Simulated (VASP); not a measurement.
Here is a VASP 6.6.1 calculation.

The input INCAR:

```
PREC = Accurate
ENCUT = 520
EDIFF = 1E-7
ISMEAR = -1
SIGMA = 0.05
LREAL = False
LASPH = True
NELM = 80
ALGO = Normal
ISIF = 2
LWAVE = False
LCHARG = False
GGA = PS
NBANDS = 11
```

Contents of KPOINTS:

```
Automatic mesh
0
Gamma
  11 11 11
```

File POSCAR:

```
AlN
1.0
    0.0000000000      2.0208631053      2.0208631053
    2.0208631053      0.0000000000      2.0208631053
    2.0208631053      2.0208631053      0.0000000000
Al N
1 1
Direct
    0.5000000000      0.5000000000      0.5000000000
    0.0000000000      0.0000000000      0.0000000000
```

Potentials or basis: VASP PAW PBE potentials, release 64 (Al, N).

The run is started by

```bash
$ cat potpaw_PBE.64/Al/POTCAR potpaw_PBE.64/N/POTCAR > POTCAR
$ mpirun -np 1 vasp_std > vasp.out
```

Question: What does it give for the pressure?

Answer: 0.6 GPa.

Question: Estimate the band gap on the k mesh.

Answer: 4.70 eV, indirect (least direct gap 5.69 eV).

Caveat: the PAW data sets were made with another functional, which shifts forces and pressure a little. A k mesh can miss the band edges.
